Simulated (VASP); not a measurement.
# La3N2 (P4/mmm) in VASP: relaxation of cell and atoms with PBE

Aim: the relaxation of cell and atoms of La3N2 with PBE.

Everything below comes from runs of VASP 6.6.1. Logs are shortened: lines on timing, memory, paths and dates and some standing lists are left out, and cuts for length are marked.

**1. The cell of the first run**

Symmetry: P4/mmm, No. 123, tetragonal system. The conventional cell has a = 5.485 Å, b = 5.485 Å, c = 4.625 Å, α = 90.00°, β = 90.00°, γ = 90.00°. Within 3.1 Å of La (site symmetry mmm) lie 2 N at 2.31 Å. Within 3.6 Å of La (site symmetry 4/mmm) lie 4 N at 2.74 Å and 8 La at 3.59 Å. Within 3.1 Å of N (site symmetry mmm) lie 4 La at 2.31 to 2.74 Å.

The cell was generated, and may not be a known phase.

**2. Relaxation of cell and atoms, PBE**

Input file INCAR:

```
PREC     = Accurate       # precision mode
ENCUT    = 600            # plane-wave cutoff, eV
EDIFF    = 1E-6           # SCF threshold, eV
ISMEAR   = 0              # smearing method
SIGMA    = 0.1            # smearing width, eV
LREAL    = F              # projectors in reciprocal space
LASPH    = T              # aspherical terms in the spheres
NELM     = 100            # most SCF steps
ALGO     = Normal         # electronic algorithm
ISIF     = 3              # what is computed and relaxed
LWAVE    = F              # write WAVECAR
LCHARG   = F              # write CHGCAR
GGA      = PE             # functional
IBRION   = 2              # ionic algorithm
NSW      = 100            # ionic steps
EDIFFG   = -0.01          # ionic threshold
```

Input file KPOINTS:

```
Automatic mesh
0
Gamma
  8 8 8
```

Input file POSCAR:

```
La3N2
1.0
    5.4852519040      0.0000000000      0.0000000000
    0.0000000000      5.4852519040      0.0000000000
    0.0000000000      0.0000000000      4.6245929583
La N
3 2
Direct
    0.5000000000      0.0000000000      0.9310780340
    0.0000000000      0.5000000000      0.9310780340
    0.5000000000      0.5000000000      0.4310658199
    0.5000000000      0.0000000000      0.4310731311
    0.0000000000      0.5000000000      0.4310731311
```

Potentials or basis: VASP PAW PBE potentials, release 64 (La, N).

Launch:

```
cat potpaw_PBE.64/La/POTCAR potpaw_PBE.64/N/POTCAR > POTCAR
mpirun -np 1 vasp_std > vasp.out
```

OUTCAR:

```text
PREC = Accurate
   ENCUT = 600
   EDIFF = 1E-6
   ISMEAR = 0
   LREAL = F
   LASPH = T
   NELM = 100
   ISIF = 3
   GGA = PE
   IBRION = 2
   NSW = 100
   EDIFFG = -0.01

 ion  position               nearest neighbor table
   1  0.500  0.000  0.931-   4 2.31   4 2.31   3 3.59   3 3.59   3 3.59   3 3.59
   2  0.000  0.500  0.931-   5 2.31   5 2.31   3 3.59   3 3.59   3 3.59   3 3.59
   3  0.500  0.500  0.431-   1 3.59   2 3.59   1 3.59   2 3.59   1 3.59   1 3.59   2 3.59   2 3.59

   4  0.500  0.000  0.431-   1 2.31   1 2.31
   5  0.000  0.500  0.431-   2 2.31   2 2.31

  LATTYP: Found a simple tetragonal cell.
 ALAT       =     5.4852519040
 C/A-ratio  =     0.8430958212

  Lattice vectors:

 A1 = (   5.4852519040,   0.0000000000,   0.0000000000)
 A2 = (   0.0000000000,   5.4852519040,   0.0000000000)
 A3 = (   0.0000000000,   0.0000000000,   4.6245929583)

Analysis of symmetry for initial positions (statically):
=====================================================================
 Subroutine PRICEL returns:
 Original cell was already a primitive cell.

 Routine SETGRP: Setting up the symmetry group for a
 simple tetragonal supercell.

 Subroutine GETGRP returns: Found  8 space group operations
 (whereof  8 operations were pure point group operations)
 out of a pool of 16 trial point group operations.

The static configuration has the point symmetry C_4v.

Analysis of symmetry for dynamics (positions and initial velocities):
=====================================================================
 Subroutine PRICEL returns:
 Original cell was already a primitive cell.

 Routine SETGRP: Setting up the symmetry group for a
 simple tetragonal supercell.

 Subroutine GETGRP returns: Found  8 space group operations
 (whereof  8 operations were pure point group operations)
 out of a pool of 16 trial point group operations.

The dynamic configuration has the point symmetry C_4v.

 Subroutine INISYM returns: Found  8 space group operations
 (whereof  8 operations are pure point group operations),
 and found     1 'primitive' translations

----------------------------------------------------------------------------------------

                                     Primitive cell

  volume of cell :     139.1447

  direct lattice vectors                    reciprocal lattice vectors
     5.485251904  0.000000000  0.000000000     0.182307033  0.000000000  0.000000000
[... 102 lines left out ...]
   PSTRESS=    0.0 pullay stress
   NELECT =      43.0000    total number of electrons
   NUPDOWN=      -1.0000    fix difference up-down
   EMIN   =  10.00;   EMAX   =-10.00  energy-range for DOS
   EFERMI =   0.00;   METHOD = LEGACY
   ISMEAR =     0;   SIGMA  =   0.10  broadening in eV -4-tet -1-fermi 0-gaus
   EFERMI_NEDOS =   21; number of points for ismear=-14 and -15
   IALGO  =     38    algorithm
   IMIX   =      4    mixing-type and parameters
     AMIX     =   0.40;   BMIX     =  1.00
     AMIX_MAG =   1.60;   BMIX_MAG =  1.00
  volume/ion in A,a.u.               =      27.83       187.80
  Fermi-wavevector in a.u.,A,eV,Ry     =   1.106816  2.091579 16.667704  1.225042
  Thomas-Fermi vector in A             =   2.243322
   LORBIT       =      0    0 simple, 1 ext, 2 COOP (PROOUT), +10 PAW based schemes
   GGA     = PE    functional components
   LHFCALC =     F    Hartree Fock is set to
   AEXX    =    0.0000 exact exchange contribution
   IVDW    =     0    specifies the selected vdW correction
   LEPSILON=     F    determine dielectric tensor
   LRPA    =     F    only Hartree local field effects (RPA)
 conjugate gradient relaxation of ions
 non-spin polarized calculation
 Gauss-broadening in eV      SIGMA  =   0.10
  energy-cutoff  :      600.00
  volume of cell :      139.14
 maximum number of plane-waves:      4674
 NGX is ok and might be reduce to    48
   NGX = 21   NGY = 21   NGZ = 19

--------------------------------------- Ionic step        1  -------------------------------------------

 number of electron      42.9999996 magnetization

 Free energy of the ion-electron system (eV)
  ---------------------------------------------------
  ext. energy  EPLUGINS =         0.00000000
  ---------------------------------------------------
  free energy    TOTEN  =       -32.64868226 eV

  energy without entropy =      -32.62487018  energy(sigma->0) =      -32.63677622

------------------------ aborting loop because EDIFF is reached ----------------------------------------

  FORCE on cell =-STRESS in cart. coord.  units (eV):
  Direction    XX          YY          ZZ          XY          YZ          ZX
  --------------------------------------------------------------------------------------
  -------------------------------------------------------------------------------------
  Total       -0.0429776     -0.0429776      0.4144302      0.0000000      0.0000000     -0.0000000
  in kB       -0.4948641     -0.4948641      4.7719442      0.0000000      0.0000000     -0.0000000
  external PRESSURE =       1.2607387 kB  Pullay stress =       0.0000000 kB
[... 104 lines left out ...]
--------------------------------------- Ionic step        4  -------------------------------------------

 number of electron      42.9999996 magnetization

 Free energy of the ion-electron system (eV)
  ---------------------------------------------------
  ext. energy  EPLUGINS =         0.00000000
  ---------------------------------------------------
  free energy    TOTEN  =       -32.64931863 eV

  energy without entropy =      -32.62479406  energy(sigma->0) =      -32.63705635

 E-fermi :   6.1007     XC(G=0):  -9.0609

 val. band max:        6.0928257801   @ k =   0.2500   0.1250   0.0000
 cond. band min:       6.1061746169   @ k =   0.3750   0.0000   0.0000
 fundamental gap:      0.0133488368
 Fermi energy:         6.1007160926

 k-point     1 :       0.0000    0.0000    0.0000
  band No.  band energies     occupation
      1     -26.4584      2.00000
      2     -25.9083      2.00000
      3     -25.8664      2.00000
      4     -10.6977      2.00000
      5     -10.6977      2.00000
      6     -10.6807      2.00000
[... 661 lines left out ...]
     24       7.0786      0.00000
     25       7.2157      0.00000

 [... further k-points ...]

------------------------ aborting loop because EDIFF is reached ----------------------------------------

  FORCE on cell =-STRESS in cart. coord.  units (eV):
  Direction    XX          YY          ZZ          XY          YZ          ZX
  --------------------------------------------------------------------------------------
  -------------------------------------------------------------------------------------
  Total       -0.0494541     -0.0494541     -0.0048835      0.0000000      0.0000000     -0.0000000
  in kB       -0.5691713     -0.5691713     -0.0562048      0.0000000      0.0000000     -0.0000000
  external PRESSURE =      -0.3981825 kB  Pullay stress =       0.0000000 kB
[... 20 lines left out ...]
  FREE ENERGIE OF THE ION-ELECTRON SYSTEM (eV)
  ---------------------------------------------------
  free  energy   TOTEN  =       -32.6493186309 eV

  energy  without entropy=      -32.6247940596  energy(sigma->0) =      -32.63705635

 reached required accuracy - stopping structural energy minimisation
```

OSZICAR:

```text
N       E                     dE             d eps       ncg     rms          rms(c)
DAV:   1     0.576288342961E+03    0.57629E+03   -0.17156E+04  3750   0.262E+03
DAV:   2     0.130682535927E+03   -0.44561E+03   -0.44020E+03  5646   0.446E+02
DAV:   3    -0.871035471084E+01   -0.13939E+03   -0.13847E+03  6854   0.278E+02
[... 36 lines left out ...]
DAV:   4    -0.326493123983E+02    0.60555E-04   -0.46217E-04  6439   0.195E-01    0.134E-02
DAV:   5    -0.326493144975E+02   -0.20991E-05   -0.33920E-05  7313   0.607E-02    0.741E-03
DAV:   6    -0.326493172046E+02   -0.27071E-05   -0.47984E-06  4721   0.225E-02    0.289E-03
DAV:   7    -0.326493184207E+02   -0.12161E-05   -0.79497E-07  2722   0.144E-02    0.804E-04
DAV:   8    -0.326493186309E+02   -0.21022E-06   -0.36821E-07  2387   0.134E-02
   4 F= -.32649319E+02 E0= -.32637056E+02  d E =-.113155E-03
```

Wall time 12 min (1 thread of Intel Xeon Platinum 8559C (Emerald Rapids), shared host); peak memory 0.52 GiB.

What came out:

* Free energy: -32.6493 eV
* Relaxed volume: 27.84 Å³/atom
* Relaxed cell: a = 5.479 Å, b = 5.479 Å, c = 4.637 Å, α = 90.00°, β = 90.00°, γ = 90.00°
* Space group after relaxing (to 0.1 Å): P4/mmm (No. 123)
* Energy gained by relaxing: 0.1 meV/atom
* Ionic steps: 4
* Pressure after relaxing: 0.0 GPa
* Band gap on the k mesh: zero (an odd number of electrons rules out a gap without spin polarisation)

Step by step:
```
step  energy change (eV)  largest force (eV/Å)  pressure (GPa)  volume (Å³)
   1              0.0000                0.0003            0.13       139.14
   2             -0.0003                0.0002           -0.19       139.59
   3             -0.0005                0.0003           -0.08       139.42
   4             -0.0006                0.0002           -0.04       139.21
```

Final structure:
```
CELL_PARAMETERS angstrom
5.47919 0.00000 0.00000
0.00000 5.47919 0.00000
0.00000 0.00000 4.63700
ATOMIC_POSITIONS crystal
La 0.50000 0.00000 0.93108
La 0.00000 0.50000 0.93108
La 0.50000 0.50000 0.43107
N 0.50000 0.00000 0.43107
N 0.00000 0.50000 0.43107
```

Caveat: the highest band is partly filled, so the run has too few bands; spin-orbit coupling is left out, which moves the levels of the heavy elements.
